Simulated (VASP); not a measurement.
# Sr2Sb2Pt (Immm) in VASP: single point with r2SCAN+rVV10

Aim: the single point of Sr2Sb2Pt with r2SCAN+rVV10.

Program: VASP 6.6.1. These are calculated values, not measurements. Logs are shortened: lines on timing, memory, paths and dates and some standing lists are left out, and cuts for length are marked.

## (1) The cell of the first run

Symmetry: Immm, No. 71, orthorhombic system. The conventional cell has a = 4.071 Å, b = 7.562 Å, c = 9.439 Å, α = 90.00°, β = 90.00°, γ = 90.00°. Within 4.4 Å of Sr (site symmetry mm2) lie 6 Sb at 3.29 to 3.46 Å and 4 Pt at 3.43 to 4.26 Å and 7 Sr at 3.92 to 4.37 Å. Within 3.6 Å of Sb (site symmetry m2m) lie 2 Pt at 2.71 Å and 6 Sr at 3.29 to 3.46 Å and 1 Sb at 3.57 Å. Within 3.6 Å of Pt (site symmetry mmm) lie 4 Sb at 2.71 Å and 4 Sr at 3.43 Å.

## (2) Single point, r2SCAN+rVV10

File POSCAR:

```
Sr2Sb2Pt
1.0
   -2.0356306116      3.7811939602      4.7195325086
    2.0356306116     -3.7811939602      4.7195325086
    2.0356306116      3.7811939602     -4.7195325086
Sr Sb Pt
2 2 1
Direct
    0.2924911874      0.7924911874      0.5000000000
    0.7075088126      0.2075088126      0.5000000000
    0.7641107640      0.5000000000      0.2641107640
    0.2358892360      0.5000000000      0.7358892360
    0.0000000000      0.0000000000      0.0000000000
```

File INCAR.step1:

```
SYSTEM = Sr2Sb2Pt
  ALGO = Normal
  EDIFF = 1E-4
  ENCUT = 520
  GGA = PE
  ISMEAR = -1
  LASPH = .TRUE.
  LCHARG = .FALSE.
  LREAL = .FALSE.
  LWAVE = .TRUE.
  NBANDS = 28
  NELM = 60
  PREC = Accurate
  SIGMA = 0.03
```

File INCAR.step2:

```
SYSTEM = Sr2Sb2Pt
  ALGO = Normal
  BPARAM = 11.95
  CPARAM = 0.0093
  EDIFF = 1E-6
  ENCUT = 520
  ISIF = 2
  ISMEAR = -1
  ISTART = 1
  IVDW_NL = 2
  LASPH = .TRUE.
  LCHARG = .TRUE.
  LELF = .TRUE.
  LMIXTAU = .TRUE.
  LREAL = .FALSE.
  LUSE_VDW = .TRUE.
  LVHAR = .TRUE.
  LWAVE = .FALSE.
  METAGGA = R2SCAN
  NBANDS = 28
  NELM = 60
  PREC = Accurate
  SIGMA = 0.03
```

File KPOINTS:

```
k-points
0
G
  6 6 6
  0 0 0
```

Potentials or basis: VASP PAW PBE potentials, release 64 (Sr_sv, Sb, Pt).

Started as:

```
> cat potpaw_PBE.64/Sr_sv/POTCAR potpaw_PBE.64/Sb/POTCAR potpaw_PBE.64/Pt/POTCAR > POTCAR
> cp INCAR.step1 INCAR
> mpirun -np 1 vasp_std > vasp.out
> cp INCAR.step2 INCAR
> mpirun -np 1 vasp_std > vasp.out
```

OUTCAR:

```text
SYSTEM = Sr2Sb2Pt
   BPARAM = 11.95
   EDIFF = 1E-6
   ENCUT = 520
   ISIF = 2
   ISMEAR = -1
   ISTART = 1
   IVDW_NL = 2
   LASPH = .TRUE.
   LREAL = .FALSE.
   METAGGA = R2SCAN
   NELM = 60
   PREC = Accurate

 ion  position               nearest neighbor table
   1  0.292  0.792  0.500-   4 3.29   3 3.29   5 3.43   5 3.43   4 3.46   4 3.46   3 3.46   3 3.46
                             2 3.92   5 4.26   5 4.26   2 4.37   2 4.37   2 4.37   2 4.37
   2  0.708  0.208  0.500-   4 3.29   3 3.29   5 3.43   5 3.43   4 3.46   3 3.46   3 3.46   4 3.46
                             1 3.92   5 4.26   5 4.26   1 4.37   1 4.37   1 4.37   1 4.37
   3  0.764  0.500  0.264-   5 2.71   5 2.71   2 3.29   1 3.29   2 3.46   2 3.46   1 3.46   1 3.46
                             4 3.57
   4  0.236  0.500  0.736-   5 2.71   5 2.71   1 3.29   2 3.29   1 3.46   1 3.46   2 3.46   2 3.46
                             3 3.57
   5  0.000  0.000  0.000-   4 2.71   3 2.71   4 2.71   3 2.71   1 3.43   2 3.43   2 3.43   1 3.43
                             1 4.26   2 4.26   2 4.26   1 4.26

  LATTYP: Found a body centered orthorhombic cell.
 ALAT       =     4.0712612232
 B/A-ratio  =     1.8575049612
 C/A-ratio  =     2.3184621423

  Lattice vectors:

 A1 = (  -2.0356306116,   3.7811939602,   4.7195325086)
 A2 = (   2.0356306116,  -3.7811939602,   4.7195325086)
 A3 = (   2.0356306116,   3.7811939602,  -4.7195325086)

Analysis of symmetry for initial positions (statically):
=====================================================================
 Subroutine PRICEL returns:
 Original cell was already a primitive cell.

 Routine SETGRP: Setting up the symmetry group for a
 body centered orthorhombic supercell.

 Subroutine GETGRP returns: Found  8 space group operations
 (whereof  8 operations were pure point group operations)
 out of a pool of  8 trial point group operations.

The static configuration has the point symmetry D_2h.

Analysis of symmetry for dynamics (positions and initial velocities):
=====================================================================
 Subroutine PRICEL returns:
 Original cell was already a primitive cell.

 Routine SETGRP: Setting up the symmetry group for a
 body centered orthorhombic supercell.

 Subroutine GETGRP returns: Found  8 space group operations
 (whereof  8 operations were pure point group operations)
 out of a pool of  8 trial point group operations.

The dynamic configuration has the point symmetry D_2h.

 Subroutine INISYM returns: Found  8 space group operations
 (whereof  8 operations are pure point group operations),
 and found     1 'primitive' translations

----------------------------------------------------------------------------------------

                                     Primitive cell

  volume of cell :     145.3071

  direct lattice vectors                    reciprocal lattice vectors
    -2.035630612  3.781193960  4.719532509     0.000000000  0.132233365  0.105942696
     2.035630612 -3.781193960  4.719532509     0.245624131  0.000000000  0.105942696
     2.035630612  3.781193960 -4.719532509     0.245624131  0.132233365  0.000000000

  length of vectors
     6.380846876  6.380846876  6.380846876     0.169438832  0.267497792  0.278956765

  position of ions in fractional coordinates (direct lattice)
     0.292491187  0.792491187  0.500000000
     0.707508813  0.207508813  0.500000000
     0.764110764  0.500000000  0.264110764
     0.235889236  0.500000000  0.735889236
     0.000000000  0.000000000  0.000000000

  ion indices of the primitive-cell ions
   primitive index   ion index
                 1           1
                 2           2
                 3           3
                 4           4
                 5           5

----------------------------------------------------------------------------------------

 KPOINTS: k-points

Automatic generation of k-mesh.
 Grid dimensions read from file:
 generate k-points for:    6    6    6

 Generating k-lattice:

  Cartesian coordinates                     Fractional coordinates (reciprocal lattice)
     0.000000000  0.022038894  0.017657116     0.166666667 -0.000000000  0.000000000
     0.040937355  0.000000000  0.017657116    -0.000000000  0.166666667  0.000000000
     0.040937355  0.022038894  0.000000000     0.000000000  0.000000000  0.166666667

  Length of vectors
     0.028239805  0.044582965  0.046492794

  Shift w.r.t. Gamma in fractional coordinates (k-lattice)
     0.000000000  0.000000000  0.000000000

 Subroutine IBZKPT returns following result:
 ===========================================

 Found     46 irreducible k-points:

 Following reciprocal coordinates:
            Coordinates               Weight
  0.000000  0.000000  0.000000      1.000000
  0.166667  0.000000  0.000000      4.000000
  0.333333  0.000000 -0.000000      4.000000
  0.500000 -0.000000  0.000000      2.000000
  0.000000  0.166667  0.000000      4.000000
  0.166667  0.166667  0.000000      8.000000
[... 16 lines left out ...]
 -0.166667  0.166667  0.166667      2.000000
  0.166667  0.333333  0.166667      4.000000
 [... further k-points ...]
   k-points           NKPTS =     46   k-points in BZ     NKDIM =     46   number of bands    NBANDS=     28
   number of dos      NEDOS =    301   number of ions     NIONS =      5
   total plane-waves  NPLWV = 110592
   dimension x,y,z NGX =    48 NGY =   48 NGZ =   48
   dimension x,y,z NGXF=    96 NGYF=   96 NGZF=   96
   ions per type =               2   2   1
   NGX,Y,Z   is equivalent  to a cutoff of  12.51, 12.51, 12.51 a.u.
   NGXF,Y,Z  is equivalent  to a cutoff of  25.01, 25.01, 25.01 a.u.
 SYSTEM =  Sr2Sb2Pt
   PREC   = accura    normal or accurate (medium, high low for compatibility)
   ISTART =      1    job   : 0-new  1-cont  2-samecut
   ICHARG =      0    charge: 1-file 2-atom 10-const
   ISPIN  =      1    spin polarized calculation?
   LNONCOLLINEAR =      F non collinear calculations
   LSORBIT =      F    spin-orbit coupling
   LASPH  =      T    aspherical Exc in radial PAW
   ENCUT  =  520.0 eV  38.22 Ry    6.18 a.u.  11.86 11.86 11.86*2*pi/ulx,y,z
   NELM   =     60;   NELMIN=  2; NELMDL=  0     # of ELM steps
   EDIFF  = 0.1E-05   stopping-criterion for ELM
   LREAL  =      F    real-space projection
   EDIFFG = 0.1E-04   stopping-criterion for IOM
   NSW    =      0    number of steps for IOM
   IBRION =     -1    ionic relax: 0-MD 1-quasi-New 2-CG
   NFREE  =      0    steps in history (QN), initial steepest desc. (CG)
   ISIF   =      2    stress and relaxation
   ISYM   =      2    0-nonsym 1-usesym 2-fastsym
   POTIM  = 0.5000    time-step for ionic-motion
   TEBEG  =    0.0;   TEEND  =   0.0 temperature during run
   PSTRESS=    0.0 pullay stress
   NELECT =      40.0000    total number of electrons
   NUPDOWN=      -1.0000    fix difference up-down
   EMIN   =  10.00;   EMAX   =-10.00  energy-range for DOS
   EFERMI =   0.00;   METHOD = LEGACY
   ISMEAR =    -1;   SIGMA  =   0.03  broadening in eV -4-tet -1-fermi 0-gaus
   EFERMI_NEDOS =   21; number of points for ismear=-14 and -15
   IALGO  =     38    algorithm
   IMIX   =      4    mixing-type and parameters
     AMIX     =   0.40;   BMIX     =  1.00
     AMIX_MAG =   1.60;   BMIX_MAG =  1.00
  volume/ion in A,a.u.               =      29.06       196.12
  Fermi-wavevector in a.u.,A,eV,Ry     =   1.064958  2.012479 15.430854  1.134136
  Thomas-Fermi vector in A             =   2.200494
   LORBIT       =      0    0 simple, 1 ext, 2 COOP (PROOUT), +10 PAW based schemes
   METAGGA = R2SCAN    functional components
   LHFCALC =     F    Hartree Fock is set to
   AEXX    =    0.0000 exact exchange contribution
   IVDW_NL    =     2    kernel type
   BPARAM     =11.9500
   IVDW    =     0    specifies the selected vdW correction
   LEPSILON=     F    determine dielectric tensor
   LRPA    =     F    only Hartree local field effects (RPA)
 non-spin polarized calculation
  energy-cutoff  :      520.00
  volume of cell :      145.31
 maximum number of plane-waves:      3942
   NGX = 23   NGY = 23   NGZ = 23

 number of electron      39.9999999 magnetization

 Free energy of the ion-electron system (eV)
  ---------------------------------------------------
  ext. energy  EPLUGINS =         0.00000000
  ---------------------------------------------------
  free energy    TOTEN  =      -137.34295440 eV

  energy without entropy =     -137.34137759  energy(sigma->0) =     -137.34216600

 E-fermi :   5.8087     XC(G=0): -10.0868

 val. band max:        5.7979229960   @ k =   0.0000   0.5000  -0.0000
 cond. band min:       5.8765771662   @ k =   0.5000   0.3333   0.0000
 fundamental gap:      0.0786541701
 Fermi energy:         5.8086523815

 k-point     1 :       0.0000    0.0000    0.0000
  band No.  band energies     occupation
      1     -31.7265      2.00000
      2     -31.7104      2.00000
      3     -13.2559      2.00000
      4     -13.1960      2.00000
      5     -13.1296      2.00000
      6     -13.0751      2.00000
[... 20 lines left out ...]
     27      10.1239      0.00000
     28      10.3962      0.00000

 k-point     2 :       0.1667    0.0000    0.0000
  band No.  band energies     occupation
      1     -31.7256      2.00000
      2     -31.7112      2.00000
      3     -13.2575      2.00000
      4     -13.1909      2.00000
      5     -13.1316      2.00000
      6     -13.0835      2.00000
[... 20 lines left out ...]
     27      10.0946      0.00000
     28      10.2799      0.00000

 k-point     3 :       0.3333    0.0000   -0.0000
  band No.  band energies     occupation
      1     -31.7237      2.00000
      2     -31.7131      2.00000
      3     -13.2601      2.00000
      4     -13.1800      2.00000
      5     -13.1339      2.00000
      6     -13.1032      2.00000
[... 20 lines left out ...]
     27       9.9352      0.00000
     28      10.2684      0.00000

 k-point     4 :       0.5000   -0.0000    0.0000
  band No.  band energies     occupation
      1     -31.7223      2.00000
      2     -31.7145      2.00000
      3     -13.2611      2.00000
      4     -13.1746      2.00000
      5     -13.1280      2.00000
      6     -13.1202      2.00000
[... 20 lines left out ...]
     27       9.6834      0.00000
     28       9.8505      0.00000

 k-point     5 :       0.0000    0.1667    0.0000
  band No.  band energies     occupation
      1     -31.7233      2.00000
      2     -31.7089      2.00000
      3     -13.2475      2.00000
      4     -13.1835      2.00000
      5     -13.1322      2.00000
      6     -13.1074      2.00000
[... 20 lines left out ...]
     27      10.1414      0.00000
     28      10.1470      0.00000

 k-point     6 :       0.1667    0.1667    0.0000
  band No.  band energies     occupation
      1     -31.7221      2.00000
      2     -31.7101      2.00000
      3     -13.2481      2.00000
      4     -13.1848      2.00000
      5     -13.1386      2.00000
      6     -13.1109      2.00000
[... 463 lines left out ...]
      5     -13.1999      2.00000
      6     -13.1292      2.00000
[... 20 lines left out ...]
     27       9.7243      0.00000
     28      10.2249      0.00000

 k-point    22 :       0.3333    0.1667    0.1667
  band No.  band energies     occupation
      1     -31.7153      2.00000
      2     -31.7076      2.00000
      3     -13.2398      2.00000
      4     -13.2202      2.00000
      5     -13.2043      2.00000
      6     -13.1277      2.00000
[... 20 lines left out ...]
     27       9.8302      0.00000
     28      10.5831      0.00000

 k-point    23 :      -0.1667    0.1667    0.1667
  band No.  band energies     occupation
      1     -31.7174      2.00000
      2     -31.7055      2.00000
      3     -13.2404      2.00000
      4     -13.2028      2.00000
      5     -13.1896      2.00000
      6     -13.1441      2.00000
[... 20 lines left out ...]
     27       9.5962      0.00000
     28       9.8800      0.00000

 k-point    24 :       0.1667    0.3333    0.1667
  band No.  band energies     occupation
      1     -31.7130      2.00000
      2     -31.7053      2.00000
      3     -13.2638      2.00000
      4     -13.2413      2.00000
      5     -13.2268      2.00000
      6     -13.1145      2.00000
[... 20 lines left out ...]
     27      10.2404      0.00000
     28      10.5679      0.00000

 [... further k-points ...]

------------------------ aborting loop because EDIFF is reached ----------------------------------------

  FORCE on cell =-STRESS in cart. coord.  units (eV):
  Direction    XX          YY          ZZ          XY          YZ          ZX
  --------------------------------------------------------------------------------------
  -------------------------------------------------------------------------------------
  Total        0.3033009      0.2904984      0.3265188     -0.0000000      0.0000000      0.0000000
  in kB        3.3442397      3.2030771      3.6002431     -0.0000000      0.0000000      0.0000000
  external PRESSURE =       3.3825199 kB  Pullay stress =       0.0000000 kB

 VOLUME and BASIS-vectors are now :
 -----------------------------------------------------------------------------
  energy-cutoff  :      520.00
  volume of cell :      145.31
      direct lattice vectors                 reciprocal lattice vectors
    -2.035630612  3.781193960  4.719532509     0.000000000  0.132233365  0.105942696
     2.035630612 -3.781193960  4.719532509     0.245624131  0.000000000  0.105942696
     2.035630612  3.781193960 -4.719532509     0.245624131  0.132233365  0.000000000

 POSITION                                       TOTAL-FORCE (eV/Angst)
 -----------------------------------------------------------------------------------
      2.03563      0.00000      2.76084        -0.000000     -0.000000      0.009539
      0.00000      3.78119      1.95869         0.000000      0.000000     -0.009539
      0.00000      1.99731      4.71953        -0.000000     -0.016726      0.000000
      2.03563      1.78389      0.00000         0.000000      0.016726     -0.000000
      0.00000      0.00000      0.00000        -0.000000      0.000000      0.000000
 -----------------------------------------------------------------------------------
    total drift:                               -0.000000     -0.000000      0.000000

  FREE ENERGIE OF THE ION-ELECTRON SYSTEM (eV)
  ---------------------------------------------------
  free  energy   TOTEN  =      -137.3429544044 eV

  energy  without entropy=     -137.3413775890  energy(sigma->0) =     -137.34216600
```

Run time: 13 min. Hardware: 1 thread of Intel Xeon Platinum 8375C at 2.90GHz (Ice Lake), shared host; peak memory 0.88 GiB.

Results:

| Item | Value |
| --- | --- |
| Free energy | -137.3430 eV |
| Pressure | 0.3 GPa |
| Largest force | 0.017 eV/Å |
| Band gap on the k mesh | zero (bands 20 and 21 overlap by 0.23 eV) |

Forces in eV/Å, atoms in the order of the input:
```
Sr   0.000  0.000  0.010
Sr   0.000  0.000 -0.010
Sb   0.000 -0.017  0.000
Sb   0.000  0.017  0.000
Pt   0.000  0.000  0.000
```

Levels at points of the mesh, in eV from the Fermi level:
| k point | band 17 | band 18 | band 19 | band 20 | band 21 | band 22 | band 23 | band 24 |
| --- | --- | --- | --- | --- | --- | --- | --- | --- |
| (0.00, 0.00, 0.00) | -2.31 | -1.23 | -1.00 | -0.24 | 0.37 | 0.76 | 1.44 | 1.94 |
| (0.50, 0.00, 0.00) | -2.38 | -2.22 | -1.47 | -0.89 | 0.97 | 1.42 | 1.86 | 2.35 |
| (0.00, 0.50, 0.00) | -3.24 | -3.16 | -2.07 | -1.18 | -0.01 | 0.55 | 2.16 | 3.09 |
| (0.50, 0.50, 0.00) | -3.23 | -2.56 | -1.98 | -1.30 | 0.51 | 0.58 | 2.02 | 2.07 |
| (0.50, 0.50, 0.50) | -3.05 | -0.84 | -0.84 | -0.31 | 1.21 | 2.02 | 2.34 | 2.83 |

Caveat: the PAW data sets were made with another functional, which shifts forces and pressure a little; spin-orbit coupling is left out, which moves the levels of the heavy elements.
